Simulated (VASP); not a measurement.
# C in VASP: notebook

The runs below take C through single point, relaxation of the atoms, with PBE+D3(BJ).

All numbers are computed with VASP 6.6.1; they aren't measurements. Logs are shortened: lines on timing, memory, paths and dates and some standing lists are left out, and cuts for length are marked.

## (1) The cell of the first run

The cell holds a slab with vacuum, 8 atoms: a = 2.465 Å, b = 2.465 Å, c = 27.108 Å, α = 90.00°, β = 90.00°, γ = 120.00°.

## (2) Single point, PBE+D3(BJ)

INCAR

```
PREC     = Accurate       # precision mode
ENCUT    = 520            # plane-wave cutoff, eV
EDIFF    = 1E-7           # SCF threshold, eV
ISMEAR   = 0              # smearing method
SIGMA    = 0.1            # smearing width, eV
LREAL    = False          # projectors in reciprocal space
LASPH    = True           # aspherical terms in the spheres
NELM     = 100            # most SCF steps
ALGO     = Normal         # electronic algorithm
ISIF     = 2              # what is computed and relaxed
LWAVE    = False          # write WAVECAR
LCHARG   = False          # write CHGCAR
LDIPOL   = True         
IDIPOL   = 3            
DIPOL    = 0.5 0.5 0.500
GGA      = PE             # functional
IVDW     = 12             # dispersion correction
NBANDS   = 26             # bands
```

KPOINTS

```
Automatic mesh
0
Gamma
  12 12 1
```

POSCAR

```
C
1.0
    2.4649796670      0.0000000000      0.0000000000
   -1.2324898335      2.1347350114      0.0000000000
    0.0000000000      0.0000000000     27.1076495408
C
8
Direct
    0.0000000000      0.0000000000      0.3135646350
    0.6666666667      0.3333333333      0.3135646264
    0.0000000000      0.0000000000      0.4378548812
    0.3333333333      0.6666666667      0.4378548726
    0.0000000000      0.0000000000      0.5621451274
    0.6666666667      0.3333333333      0.5621451188
    0.0000000000      0.0000000000      0.6864353736
    0.3333333333      0.6666666667      0.6864353650
```

Potentials or basis: VASP PAW PBE potentials, release 64 (C).

Started as:

```console
$ cat potpaw_PBE.64/C/POTCAR > POTCAR
$ mpirun -np 1 vasp_std > vasp.out
```

OUTCAR:

```text
PREC = Accurate
   ENCUT = 520
   EDIFF = 1E-7
   ISMEAR = 0
   LREAL = False
   LASPH = True
   NELM = 100
   ISIF = 2
   GGA = PE
   IVDW = 12
 IVDW          = 12

 ion  position               nearest neighbor table
   1  0.000  0.000  0.314-   2 1.42   2 1.42   2 1.42
   2  0.667  0.333  0.314-   1 1.42   1 1.42   1 1.42
   3  0.000  0.000  0.438-   4 1.42   4 1.42   4 1.42
   4  0.333  0.667  0.438-   3 1.42   3 1.42   3 1.42
   5  0.000  0.000  0.562-   6 1.42   6 1.42   6 1.42
   6  0.667  0.333  0.562-   5 1.42   5 1.42   5 1.42
   7  0.000  0.000  0.686-   8 1.42   8 1.42   8 1.42
   8  0.333  0.667  0.686-   7 1.42   7 1.42   7 1.42

  LATTYP: Found a hexagonal cell.
 ALAT       =     2.4649796670
 C/A-ratio  =    10.9971087809

  Lattice vectors:

 A1 = (   2.4649796670,   0.0000000000,   0.0000000000)
 A2 = (  -1.2324898335,   2.1347350114,   0.0000000000)
 A3 = (   0.0000000000,   0.0000000000,  27.1076495408)

Analysis of symmetry for initial positions (statically):
=====================================================================
 Subroutine PRICEL returns:
 Original cell was already a primitive cell.

 Routine SETGRP: Setting up the symmetry group for a
 hexagonal supercell.

 Subroutine GETGRP returns: Found 12 space group operations
 (whereof 12 operations were pure point group operations)
 out of a pool of 24 trial point group operations.

The static configuration has the point symmetry D_3d.

Analysis of symmetry for dynamics (positions and initial velocities):
=====================================================================
 Subroutine PRICEL returns:
 Original cell was already a primitive cell.

 Routine SETGRP: Setting up the symmetry group for a
 hexagonal supercell.

 Subroutine GETGRP returns: Found 12 space group operations
 (whereof 12 operations were pure point group operations)
 out of a pool of 24 trial point group operations.

The dynamic configuration has the point symmetry D_3d.

 Subroutine INISYM returns: Found 12 space group operations
 (whereof 12 operations are pure point group operations),
 and found     1 'primitive' translations

----------------------------------------------------------------------------------------

                                     Primitive cell

  volume of cell :     142.6426

  direct lattice vectors                    reciprocal lattice vectors
     2.464979667  0.000000000  0.000000000     0.405682860  0.234221108  0.000000000
    -1.232489834  2.134735011  0.000000000     0.000000000  0.468442216  0.000000000
     0.000000000  0.000000000 27.107649541     0.000000000  0.000000000  0.036889956

  length of vectors
     2.464979667  2.464979667 27.107649541     0.468442216  0.468442216  0.036889956

  position of ions in fractional coordinates (direct lattice)
     0.000000000  0.000000000  0.313564635
     0.666666667  0.333333333  0.313564626
     0.000000000  0.000000000  0.437854881
     0.333333333  0.666666667  0.437854873
     0.000000000  0.000000000  0.562145127
     0.666666667  0.333333333  0.562145119
     0.000000000  0.000000000  0.686435374
     0.333333333  0.666666667  0.686435365

  ion indices of the primitive-cell ions
   primitive index   ion index
                 1           1
                 2           2
                 3           3
                 4           4
                 5           5
                 6           6
                 7           7
                 8           8

----------------------------------------------------------------------------------------

 KPOINTS: Automatic mesh

Automatic generation of k-mesh.
 Grid dimensions read from file:
 generate k-points for:   12   12    1

 Generating k-lattice:

  Cartesian coordinates                     Fractional coordinates (reciprocal lattice)
     0.033806905  0.019518426  0.000000000     0.083333333 -0.000000000  0.000000000
     0.000000000  0.039036851  0.000000000     0.000000000  0.083333333  0.000000000
     0.000000000  0.000000000  0.036889956     0.000000000  0.000000000  1.000000000

  Length of vectors
     0.039036851  0.039036851  0.036889956

  Shift w.r.t. Gamma in fractional coordinates (k-lattice)
     0.000000000  0.000000000  0.000000000

 Subroutine IBZKPT returns following result:
 ===========================================

 Found     19 irreducible k-points:

 Following reciprocal coordinates:
            Coordinates               Weight
  0.000000  0.000000  0.000000      1.000000
  0.083333 -0.000000  0.000000      6.000000
  0.166667 -0.000000  0.000000      6.000000
  0.250000 -0.000000  0.000000      6.000000
  0.333333 -0.000000  0.000000      6.000000
  0.416667 -0.000000  0.000000      6.000000
[... 11 lines left out ...]
  0.333333  0.250000  0.000000     12.000000
  0.333333  0.333333  0.000000      2.000000
   k-points           NKPTS =     19   k-points in BZ     NKDIM =     19   number of bands    NBANDS=     26
   number of dos      NEDOS =    301   number of ions     NIONS =      8
   total plane-waves  NPLWV =  68040
   dimension x,y,z NGX =    18 NGY =   18 NGZ =  210
   dimension x,y,z NGXF=    36 NGYF=   36 NGZF=  420
   ions per type =               8
   NGX,Y,Z   is equivalent  to a cutoff of  12.14, 12.14, 12.88 a.u.
   NGXF,Y,Z  is equivalent  to a cutoff of  24.28, 24.28, 25.76 a.u.
 SYSTEM =  unknown system
   PREC   = accura    normal or accurate (medium, high low for compatibility)
   ISTART =      0    job   : 0-new  1-cont  2-samecut
   ICHARG =      2    charge: 1-file 2-atom 10-const
   ISPIN  =      1    spin polarized calculation?
   LNONCOLLINEAR =      F non collinear calculations
   LSORBIT =      F    spin-orbit coupling
   LASPH  =      T    aspherical Exc in radial PAW
   ENCUT  =  520.0 eV  38.22 Ry    6.18 a.u.   4.58  4.58 50.40*2*pi/ulx,y,z
   NELM   =    100;   NELMIN=  2; NELMDL= -5     # of ELM steps
   EDIFF  = 0.1E-06   stopping-criterion for ELM
   LREAL  =      F    real-space projection
   EDIFFG = 0.1E-05   stopping-criterion for IOM
   NSW    =      0    number of steps for IOM
   IBRION =     -1    ionic relax: 0-MD 1-quasi-New 2-CG
   NFREE  =      0    steps in history (QN), initial steepest desc. (CG)
   ISIF   =      2    stress and relaxation
   ISYM   =      2    0-nonsym 1-usesym 2-fastsym
   POTIM  = 0.5000    time-step for ionic-motion
   TEBEG  =    0.0;   TEEND  =   0.0 temperature during run
   PSTRESS=    0.0 pullay stress
   NELECT =      32.0000    total number of electrons
   NUPDOWN=      -1.0000    fix difference up-down
   EMIN   =  10.00;   EMAX   =-10.00  energy-range for DOS
   EFERMI =   0.00;   METHOD = LEGACY
   ISMEAR =     0;   SIGMA  =   0.10  broadening in eV -4-tet -1-fermi 0-gaus
   EFERMI_NEDOS =   21; number of points for ismear=-14 and -15
   IALGO  =     38    algorithm
   IMIX   =      4    mixing-type and parameters
     AMIX     =   0.40;   BMIX     =  1.00
     AMIX_MAG =   1.60;   BMIX_MAG =  1.00
  volume/ion in A,a.u.               =      17.83       120.32
  Fermi-wavevector in a.u.,A,eV,Ry     =   0.994737  1.879781 13.462998  0.989502
  Thomas-Fermi vector in A             =   2.126709
   LORBIT       =      0    0 simple, 1 ext, 2 COOP (PROOUT), +10 PAW based schemes
   GGA     = PE    functional components
   LHFCALC =     F    Hartree Fock is set to
   AEXX    =    0.0000 exact exchange contribution
   IVDW    =    12    specifies the selected vdW correction
   LEPSILON=     F    determine dielectric tensor
   LRPA    =     F    only Hartree local field effects (RPA)
 non-spin polarized calculation
 Gauss-broadening in eV      SIGMA  =   0.10
  energy-cutoff  :      520.00
  volume of cell :      142.64
 maximum number of plane-waves:      3896
   NGX =  9   NGY =  9   NGZ =101

 dipolmoment           0.000000      0.000000      0.000000 electrons x Angstroem

 number of electron      31.9999990 magnetization

 dipolmoment           0.000000      0.000000     -0.000000 electrons x Angstroem

 Free energy of the ion-electron system (eV)
  ---------------------------------------------------
  ext. energy  EPLUGINS =         0.00000000
  ---------------------------------------------------
  free energy    TOTEN  =       -73.71308381 eV

  energy without entropy =      -73.70994660  energy(sigma->0) =      -73.71151520

 E-fermi :   0.1587     XC(G=0):  -5.4277

 val. band max:        0.1500760584   @ k =   0.3333   0.3333   0.0000
 cond. band min:       0.1673468967   @ k =   0.3333   0.3333   0.0000
 fundamental gap:      0.0172708383
 Fermi energy:         0.1587442670

 k-point     1 :       0.0000    0.0000    0.0000
  band No.  band energies     occupation
      1     -19.4645      2.00000
      2     -19.3985      2.00000
      3     -19.3084      2.00000
      4     -19.2292      2.00000
      5      -8.1795      2.00000
      6      -7.7475      2.00000
[... 18 lines left out ...]
     25       8.5094      0.00000
     26       8.5138      0.00000

 k-point     2 :       0.0833   -0.0000    0.0000
  band No.  band energies     occupation
      1     -19.2991      2.00000
      2     -19.2338      2.00000
      3     -19.1446      2.00000
      4     -19.0662      2.00000
      5      -7.9793      2.00000
      6      -7.5499      2.00000
[... 18 lines left out ...]
     25       8.5550      0.00000
[... 463 lines left out ...]
     25      11.4794      0.00000
     26      12.0434      0.00000

 k-point    19 :       0.3333    0.3333    0.0000
  band No.  band energies     occupation
      1     -12.4925      2.00000
      2     -12.4524      2.00000
      3     -12.4245      2.00000
      4     -12.4245      2.00000
      5     -12.4110      2.00000
      6     -12.4110      2.00000
[... 18 lines left out ...]
     25      12.5495      0.00000
     26      12.9136      0.00000

------------------------ aborting loop because EDIFF is reached ----------------------------------------

 vacuum level on the upper side and lower side of the slab       (xc-potential included)        -0.096        -0.096

 Edisp (eV)   -1.09709

 E8    (eV) :    -0.3192

  FORCE on cell =-STRESS in cart. coord.  units (eV):
  Direction    XX          YY          ZZ          XY          YZ          ZX
  --------------------------------------------------------------------------------------
  -------------------------------------------------------------------------------------
  Total       0.37134     0.37134    -0.02772     0.00000     0.00000     0.00000
  in kB       4.17095     4.17095    -0.31140     0.00000     0.00000     0.00000
  external pressure =        2.68 kB  Pullay stress =        0.00 kB

 VOLUME and BASIS-vectors are now :
 -----------------------------------------------------------------------------
  energy-cutoff  :      520.00
  volume of cell :      142.64
      direct lattice vectors                 reciprocal lattice vectors
     2.464979667  0.000000000  0.000000000     0.405682860  0.234221108  0.000000000
    -1.232489834  2.134735011  0.000000000     0.000000000  0.468442216  0.000000000
     0.000000000  0.000000000 27.107649541     0.000000000  0.000000000  0.036889956

 POSITION                                       TOTAL-FORCE (eV/Angst)
 -----------------------------------------------------------------------------------
      0.00000      0.00000      8.50000        -0.000000     -0.000000      0.011218
      1.23249      0.71158      8.50000        -0.000000      0.000000     -0.012236
      0.00000      0.00000     11.86922        -0.000000      0.000000     -0.005579
     -0.00000      1.42316     11.86922         0.000000     -0.000000      0.003529
      0.00000      0.00000     15.23843         0.000000     -0.000000      0.005579
      1.23249      0.71158     15.23843        -0.000000      0.000000     -0.003529
      0.00000      0.00000     18.60765         0.000000      0.000000     -0.011218
     -0.00000      1.42316     18.60765         0.000000     -0.000000      0.012236
 -----------------------------------------------------------------------------------
    total drift:                                0.000000     -0.000000      0.000000

  FREE ENERGIE OF THE ION-ELECTRON SYSTEM (eV)
  ---------------------------------------------------
  free  energy   TOTEN  =       -74.8101745168 eV

  energy  without entropy=      -74.8070373111  energy(sigma->0) =      -74.80860591

 vacuum level on the upper side and lower side of the slab         4.370         4.370
```

It took 51 s on 1 thread of Intel Xeon 6975P-C (Granite Rapids), shared host; peak memory 0.26 GiB.

What came out:

- Free energy: -74.8102 eV
- Largest force: 0.012 eV/Å
- Band gap on the k mesh: 0.02 eV, direct
- Dispersion energy per atom: -0.137 eV

Forces in eV/Å, atoms in the order of the input:
```
C    0.000  0.000  0.011
C    0.000  0.000 -0.012
C    0.000  0.000 -0.006
C    0.000  0.000  0.004
C    0.000  0.000  0.006
C    0.000  0.000 -0.004
C    0.000  0.000 -0.011
C    0.000  0.000  0.012
```

## (3) Relaxation of the atoms, PBE+D3(BJ)

INCAR

```
PREC     = Accurate       # precision mode
ENCUT    = 520            # plane-wave cutoff, eV
EDIFF    = 1E-6           # SCF threshold, eV
ISMEAR   = 0              # smearing method
SIGMA    = 0.1            # smearing width, eV
LREAL    = F              # projectors in reciprocal space
LASPH    = T              # aspherical terms in the spheres
NELM     = 80             # most SCF steps
ALGO     = Normal         # electronic algorithm
ISIF     = 2              # what is computed and relaxed
LWAVE    = F              # write WAVECAR
LCHARG   = F              # write CHGCAR
LDIPOL   = T            
IDIPOL   = 3            
DIPOL    = 0.5 0.5 0.500
GGA      = PE             # functional
IVDW     = 12             # dispersion correction
IBRION   = 2              # ionic algorithm
NSW      = 90             # ionic steps
EDIFFG   = -0.03          # ionic threshold
```

KPOINTS

```
regular mesh
0
Gamma
  12 12 1
```

POSCAR

```
C
1.0
    2.4649796655      0.0000000000      0.0000000000
   -1.2324898327      2.1347350101      0.0000000000
    0.0000000000      0.0000000000     27.1076491812
C
8
Selective dynamics
Direct
    0.0000000000      0.0000000000      0.3135646392  F F F
    0.6666666667      0.3333333333      0.3135646305  F F F
    0.0000000000      0.0000000000      0.4378548826  F F F
    0.3333333333      0.6666666667      0.4378548740  F F F
    0.0000000000      0.0000000000      0.5621451260  T T T
    0.6666666667      0.3333333333      0.5621451174  T T T
    0.0000000000      0.0000000000      0.6864353695  T T T
    0.3333333333      0.6666666667      0.6864353608  T T T
```

Potentials or basis: VASP PAW PBE potentials, release 64 (C).

Started as:

```console
$ cat potpaw_PBE.64/C/POTCAR > POTCAR
$ mpirun -np 1 vasp_std > vasp.out
```

Run time: 69 s. Hardware: 1 thread of Intel Xeon Platinum 8488C (Sapphire Rapids), shared host; peak memory 0.26 GiB.

Results (log left out):

```yaml
Free_energy: -74.8102 eV
Band_gap_on_the_k_mesh: 0.02 eV, direct
Dispersion_energy_per_atom: -0.137 eV
```

Final structure:
```
CELL_PARAMETERS angstrom
2.46498 0.00000 0.00000
-1.23249 2.13474 0.00000
0.00000 0.00000 27.10765
ATOMIC_POSITIONS crystal
C 0.00000 0.00000 0.31356
C 0.66667 0.33333 0.31356
C 0.00000 0.00000 0.43785
C 0.33333 0.66667 0.43785
C 0.00000 0.00000 0.56215
C 0.66667 0.33333 0.56215
C 0.00000 0.00000 0.68644
C 0.33333 0.66667 0.68644
```

Levels at points of the mesh, in eV from the valence-band top:
| k point | band 12 | band 13 | band 14 | band 15 | band 16 | band 17 | band 18 | band 19 | band 20 | band 21 |
| --- | --- | --- | --- | --- | --- | --- | --- | --- | --- | --- |
| (0.00, 0.00, 0.00) | -3.02 | -3.00 | -3.00 | -2.99 | -2.99 | 3.55 | 3.65 | 4.52 | 5.17 | 5.46 |
| (0.50, 0.00, 0.00) | -6.36 | -2.66 | -2.46 | -2.24 | -2.11 | 1.52 | 1.59 | 1.80 | 2.06 | 7.27 |

Caveat: the relaxation stopped at its first step, so nothing moved.
